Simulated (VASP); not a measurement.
# GaSb3 (C2/m) in VASP: single point with PBEsol+D3(BJ)

Aim: the single point of GaSb3 with PBEsol+D3(BJ).

Program: VASP 6.6.1. These are calculated values, not measurements. Logs are shortened: lines on timing, memory, paths and dates and some standing lists are left out, and cuts for length are marked.

## 1. The cell of the first run

It takes space group C2/m (No. 12, monoclinic). The conventional cell has a = 7.172 Å, b = 7.458 Å, c = 5.173 Å, α = 90.00°, β = 133.88°, γ = 90.00°. Within 4.1 Å of Ga (site symmetry 2/m) lie 14 Sb at 3.14 to 3.73 Å. Sb (site symmetry 2) has 4 Ga at 3.14 to 3.24 Å and 10 Sb at 3.14 to 3.90 Å within 4.1 Å. Within 4.1 Å of Sb (site symmetry 2/m) lie 8 Sb at 3.14 to 3.24 Å and 6 Ga at 3.59 to 3.73 Å.

## 2. Single point, PBEsol+D3(BJ) (atoms displaced along a vibrational mode, the cell strained)

The input, INCAR:

```
SYSTEM = GaSb3
PREC = Accurate ; ENCUT = 520
EDIFF = 1E-6 ; ISMEAR = 0
SIGMA = 0.15 ; LREAL = .False.
LASPH = .True. ; NELM = 80
ALGO = Normal ; ISIF = 2
LWAVE = .False. ; LCHARG = .False.
GGA = PS ; IVDW = 12
NBANDS = 22
```

The input, KPOINTS:

```
Automatic mesh
0
Gamma
  10 10 10
  0 0 0
```

The input, POSCAR:

```
GaSb3
1.0
    0.0000000000      3.7292038802      3.5857729617
    3.7292038802      0.0000000000      3.5857729617
    3.7292038802      3.7292038802      0.0000000000
Ga Sb
1 3
Direct
    0.0000000000      0.0000000000      0.0000000000
    0.2614340758      0.2385659242      0.2385659242
    0.7385659242      0.7614340758      0.7614340758
    0.5000000000      0.5000000000      0.5000000000
```

Potentials or basis: VASP PAW PBE potentials, release 64 (Ga_d, Sb).

On the command line:

```sh
$ cat potpaw_PBE.64/Ga_d/POTCAR potpaw_PBE.64/Sb/POTCAR > POTCAR
$ mpirun -np 1 vasp_std > vasp.out
```

OUTCAR:

```text
SYSTEM = GaSb3
   PREC = Accurate
   ENCUT = 520
   EDIFF = 1E-6
   ISMEAR = 0
   LREAL = .False.
   LASPH = .True.
   NELM = 80
   ISIF = 2
   GGA = PS
   IVDW = 12
 IVDW          = 12

 ion  position               nearest neighbor table
   1  0.000  0.000  0.000-   3 3.14   2 3.14   3 3.14   2 3.14   3 3.24   2 3.24   2 3.24   3 3.24

   2  0.261  0.239  0.239-   1 3.14   1 3.14   4 3.14   4 3.14   4 3.24   4 3.24   1 3.24   1 3.24
                             3 3.56   3 3.59   3 3.59   3 3.73   3 3.73
   3  0.739  0.761  0.761-   4 3.14   4 3.14   1 3.14   1 3.14   4 3.24   4 3.24   1 3.24   1 3.24
                             2 3.56   2 3.59   2 3.59   2 3.73   2 3.73
   4  0.500  0.500  0.500-   2 3.14   2 3.14   3 3.14   3 3.14   3 3.24   2 3.24   2 3.24   3 3.24

  LATTYP: Found a body centered tetragonal cell.
 ALAT       =     5.2738907042
 C/A-ratio  =     1.3598207330

  Lattice vectors:

 A1 = (   0.0000000000,  -3.7292038802,  -3.5857729617)
 A2 = (   0.0000000000,   3.7292038802,  -3.5857729617)
 A3 = (   3.7292038802,   0.0000000000,   3.5857729617)

Analysis of symmetry for initial positions (statically):
=====================================================================
 Subroutine PRICEL returns:
 Original cell was already a primitive cell.

 Routine SETGRP: Setting up the symmetry group for a
 body centered tetragonal supercell.

 Subroutine GETGRP returns: Found  4 space group operations
 (whereof  4 operations were pure point group operations)
 out of a pool of 16 trial point group operations.

The static configuration has the point symmetry C_2h.

Analysis of symmetry for dynamics (positions and initial velocities):
=====================================================================
 Subroutine PRICEL returns:
 Original cell was already a primitive cell.

 Routine SETGRP: Setting up the symmetry group for a
 body centered tetragonal supercell.

 Subroutine GETGRP returns: Found  4 space group operations
 (whereof  4 operations were pure point group operations)
 out of a pool of 16 trial point group operations.

The dynamic configuration has the point symmetry C_2h.

 Subroutine INISYM returns: Found  4 space group operations
 (whereof  4 operations are pure point group operations),
 and found     1 'primitive' translations

----------------------------------------------------------------------------------------

                                     Primitive cell

  volume of cell :      99.7344

  direct lattice vectors                    reciprocal lattice vectors
     0.000000000  3.729203880  3.585772962    -0.134076874  0.134076874  0.139439949
     3.729203880  0.000000000  3.585772962     0.134076874 -0.134076874  0.139439949
     3.729203880  3.729203880  0.000000000     0.134076874  0.134076874 -0.139439949

  length of vectors
     5.173463957  5.173463957  5.273890704     0.235365069  0.235365069  0.235365069

  position of ions in fractional coordinates (direct lattice)
     0.000000000  0.000000000  0.000000000
     0.261434076  0.238565924  0.238565924
     0.738565924  0.761434076  0.761434076
     0.500000000  0.500000000  0.500000000

  ion indices of the primitive-cell ions
   primitive index   ion index
                 1           1
                 2           2
                 3           3
                 4           4

----------------------------------------------------------------------------------------

 KPOINTS: Automatic mesh

Automatic generation of k-mesh.
 Grid dimensions read from file:
 generate k-points for:   10   10   10

 Generating k-lattice:

  Cartesian coordinates                     Fractional coordinates (reciprocal lattice)
    -0.013407687  0.013407687  0.013943995     0.100000000  0.000000000  0.000000000
     0.013407687 -0.013407687  0.013943995     0.000000000  0.100000000  0.000000000
     0.013407687  0.013407687 -0.013943995    -0.000000000 -0.000000000  0.100000000

  Length of vectors
     0.023536507  0.023536507  0.023536507

  Shift w.r.t. Gamma in fractional coordinates (k-lattice)
     0.000000000  0.000000000  0.000000000

 Subroutine IBZKPT returns following result:
 ===========================================

 Found    282 irreducible k-points:

 Following reciprocal coordinates:
            Coordinates               Weight
  0.000000  0.000000  0.000000      1.000000
  0.100000 -0.000000  0.000000      4.000000
 -0.000000 -0.000000 -0.100000      4.000000
  0.200000 -0.000000  0.000000      4.000000
 -0.000000 -0.000000 -0.200000      4.000000
  0.300000  0.000000  0.000000      4.000000
[... 16 lines left out ...]
 -0.300000  0.100000  0.000000      4.000000
  0.100000  0.100000  0.400000      4.000000
 [... further k-points ...]
   k-points           NKPTS =    282   k-points in BZ     NKDIM =    282   number of bands    NBANDS=     22
   number of dos      NEDOS =    301   number of ions     NIONS =      4
   total plane-waves  NPLWV =  64000
   dimension x,y,z NGX =    40 NGY =   40 NGZ =   40
   dimension x,y,z NGXF=    80 NGYF=   80 NGZF=   80
   ions per type =               1   3
   NGX,Y,Z   is equivalent  to a cutoff of  12.85, 12.85, 12.61 a.u.
   NGXF,Y,Z  is equivalent  to a cutoff of  25.71, 25.71, 25.22 a.u.
 SYSTEM =  GaSb3
   PREC   = accura    normal or accurate (medium, high low for compatibility)
   ISTART =      0    job   : 0-new  1-cont  2-samecut
   ICHARG =      2    charge: 1-file 2-atom 10-const
   ISPIN  =      1    spin polarized calculation?
   LNONCOLLINEAR =      F non collinear calculations
   LSORBIT =      F    spin-orbit coupling
   LASPH  =      T    aspherical Exc in radial PAW
   ENCUT  =  520.0 eV  38.22 Ry    6.18 a.u.   9.62  9.62  9.81*2*pi/ulx,y,z
   NELM   =     80;   NELMIN=  2; NELMDL= -5     # of ELM steps
   EDIFF  = 0.1E-05   stopping-criterion for ELM
   LREAL  =      F    real-space projection
   EDIFFG = 0.1E-04   stopping-criterion for IOM
   NSW    =      0    number of steps for IOM
   IBRION =     -1    ionic relax: 0-MD 1-quasi-New 2-CG
   NFREE  =      0    steps in history (QN), initial steepest desc. (CG)
   ISIF   =      2    stress and relaxation
   ISYM   =      2    0-nonsym 1-usesym 2-fastsym
   POTIM  = 0.5000    time-step for ionic-motion
   TEBEG  =    0.0;   TEEND  =   0.0 temperature during run
   PSTRESS=    0.0 pullay stress
   NELECT =      28.0000    total number of electrons
   NUPDOWN=      -1.0000    fix difference up-down
   EMIN   =  10.00;   EMAX   =-10.00  energy-range for DOS
   EFERMI =   0.00;   METHOD = LEGACY
   ISMEAR =     0;   SIGMA  =   0.15  broadening in eV -4-tet -1-fermi 0-gaus
   EFERMI_NEDOS =   21; number of points for ismear=-14 and -15
   IALGO  =     38    algorithm
   IMIX   =      4    mixing-type and parameters
     AMIX     =   0.40;   BMIX     =  1.00
     AMIX_MAG =   1.60;   BMIX_MAG =  1.00
  volume/ion in A,a.u.               =      24.93       168.26
  Fermi-wavevector in a.u.,A,eV,Ry     =   1.071961  2.025713 15.634473  1.149101
  Thomas-Fermi vector in A             =   2.207717
   LORBIT       =      0    0 simple, 1 ext, 2 COOP (PROOUT), +10 PAW based schemes
   GGA     = PS    functional components
   LHFCALC =     F    Hartree Fock is set to
   AEXX    =    0.0000 exact exchange contribution
   IVDW    =    12    specifies the selected vdW correction
   LEPSILON=     F    determine dielectric tensor
   LRPA    =     F    only Hartree local field effects (RPA)
 non-spin polarized calculation
 Gauss-broadening in eV      SIGMA  =   0.15
  energy-cutoff  :      520.00
  volume of cell :       99.73
 maximum number of plane-waves:      2714
   NGX = 19   NGY = 19   NGZ = 19

 number of electron      28.0000005 magnetization

 Free energy of the ion-electron system (eV)
  ---------------------------------------------------
  ext. energy  EPLUGINS =         0.00000000
  ---------------------------------------------------
  free energy    TOTEN  =       -16.36825167 eV

  energy without entropy =      -16.34472668  energy(sigma->0) =      -16.35648917

 E-fermi :   7.7848     XC(G=0): -10.4753

 val. band max:        7.7816122061   @ k =  -0.3000  -0.0000   0.1000
 cond. band min:       7.7908421369   @ k =  -0.3000  -0.0000   0.3000
 fundamental gap:      0.0092299308
 Fermi energy:         7.7848427415

 k-point     1 :       0.0000    0.0000    0.0000
  band No.  band energies     occupation
      1      -6.9659      2.00000
      2      -6.9649      2.00000
      3      -6.9588      2.00000
      4      -6.9507      2.00000
      5      -6.9439      2.00000
      6      -4.9697      2.00000
[... 14 lines left out ...]
     21      14.7618      0.00000
     22      14.7789      0.00000

 k-point     2 :       0.1000   -0.0000    0.0000
  band No.  band energies     occupation
      1      -6.9658      2.00000
      2      -6.9647      2.00000
      3      -6.9591      2.00000
      4      -6.9508      2.00000
      5      -6.9439      2.00000
      6      -4.8914      2.00000
[... 14 lines left out ...]
     21      14.1180      0.00000
     22      14.6265      0.00000

 k-point     3 :      -0.0000   -0.0000   -0.1000
  band No.  band energies     occupation
      1      -6.9661      2.00000
      2      -6.9649      2.00000
      3      -6.9585      2.00000
      4      -6.9508      2.00000
      5      -6.9440      2.00000
      6      -4.8882      2.00000
[... 14 lines left out ...]
     21      14.0602      0.00000
     22      14.6252      0.00000
[... 476 lines left out ...]
 k-point    23 :      -0.3000    0.1000    0.0000
  band No.  band energies     occupation
      1      -6.9672      2.00000
      2      -6.9631      2.00000
      3      -6.9603      2.00000
      4      -6.9514      2.00000
      5      -6.9439      2.00000
      6      -4.0706      2.00000
[... 14 lines left out ...]
     21      13.3925      0.00000
     22      13.8910      0.00000

 k-point    24 :       0.1000    0.1000    0.4000
  band No.  band energies     occupation
      1      -6.9701      2.00000
      2      -6.9628      2.00000
      3      -6.9576      2.00000
      4      -6.9514      2.00000
      5      -6.9450      2.00000
      6      -4.0283      2.00000
[... 14 lines left out ...]
     21      13.3588      0.00000
     22      13.8644      0.00000

 [... further k-points ...]

------------------------ aborting loop because EDIFF is reached ----------------------------------------

 Edisp (eV)   -1.81696

 E8    (eV) :    -1.2489

  FORCE on cell =-STRESS in cart. coord.  units (eV):
  Direction    XX          YY          ZZ          XY          YZ          ZX
  --------------------------------------------------------------------------------------
  -------------------------------------------------------------------------------------
  Total      -2.89388    -2.96232    -2.44888     0.00000    -0.37640     0.00000
  in kB     -46.48852   -47.58808   -39.33991     0.00000    -6.04672     0.00000
  external pressure =      -44.47 kB  Pullay stress =        0.00 kB

 VOLUME and BASIS-vectors are now :
 -----------------------------------------------------------------------------
  energy-cutoff  :      520.00
  volume of cell :       99.73
      direct lattice vectors                 reciprocal lattice vectors
     0.000000000  3.729203880  3.585772962    -0.134076874  0.134076874  0.139439949
     3.729203880  0.000000000  3.585772962     0.134076874 -0.134076874  0.139439949
     3.729203880  3.729203880  0.000000000     0.134076874  0.134076874 -0.139439949

 POSITION                                       TOTAL-FORCE (eV/Angst)
 -----------------------------------------------------------------------------------
      0.00000      0.00000      0.00000        -0.000000      0.000000     -0.000000
      1.77932      1.86460      1.79289         0.194823      0.000000      0.000000
      5.67909      5.59381      5.37866        -0.194823      0.000000      0.000000
      3.72920      3.72920      3.58577        -0.000000      0.000000      0.000000
 -----------------------------------------------------------------------------------
    total drift:                               -0.000000      0.000000     -0.000000

  FREE ENERGIE OF THE ION-ELECTRON SYSTEM (eV)
  ---------------------------------------------------
  free  energy   TOTEN  =       -18.1852093614 eV

  energy  without entropy=      -18.1616843692  energy(sigma->0) =      -18.17344687
```

It took 20 min on 1 thread of Intel Xeon 8259CL, shared host; peak memory 0.69 GiB.

Results:

- Free energy: -18.1852 eV
- Pressure: -4.4 GPa
- Largest force: 0.195 eV/Å
- Band gap on the k mesh: zero (bands 14 and 15 overlap by 3.89 eV)
- Dispersion energy per atom: -0.454 eV

Forces on the atoms (eV/Å):
```
Ga   0.000  0.000  0.000
Sb   0.195  0.000  0.000
Sb  -0.195  0.000  0.000
Sb   0.000  0.000  0.000
```

Levels at points of the mesh, in eV from the Fermi level:
| k point | band 11 | band 12 | band 13 | band 14 | band 15 | band 16 | band 17 | band 18 |
| --- | --- | --- | --- | --- | --- | --- | --- | --- |
| (0.00, 0.00, 0.00) | -2.78 | -2.62 | -2.57 | -2.52 | -2.26 | -1.02 | -0.86 | -0.25 |
| (0.50, 0.00, 0.00) | -3.45 | -3.05 | -2.54 | -0.17 | -0.02 | 2.09 | 2.41 | 2.72 |
| (0.00, 0.00, 0.50) | -3.41 | -2.85 | -2.47 | -0.39 | 0.13 | 1.80 | 2.26 | 2.91 |
| (0.50, 0.50, 0.00) | -5.44 | 0.57 | 0.81 | 1.06 | 1.07 | 1.78 | 1.89 | 2.63 |
| (0.50, 0.00, 0.50) | -5.31 | 0.80 | 0.87 | 1.21 | 1.51 | 1.54 | 2.20 | 2.32 |
| (0.00, 0.50, 0.50) | -5.30 | 0.82 | 0.83 | 1.17 | 1.52 | 1.66 | 2.06 | 2.35 |

Caveat: the cell differs from its parent crystal (atoms displaced along a vibrational mode, the cell strained); the cell stands under tension; the PAW data sets were made with another functional, which shifts forces and pressure a little; spin-orbit coupling is left out, which moves the levels of the heavy elements.
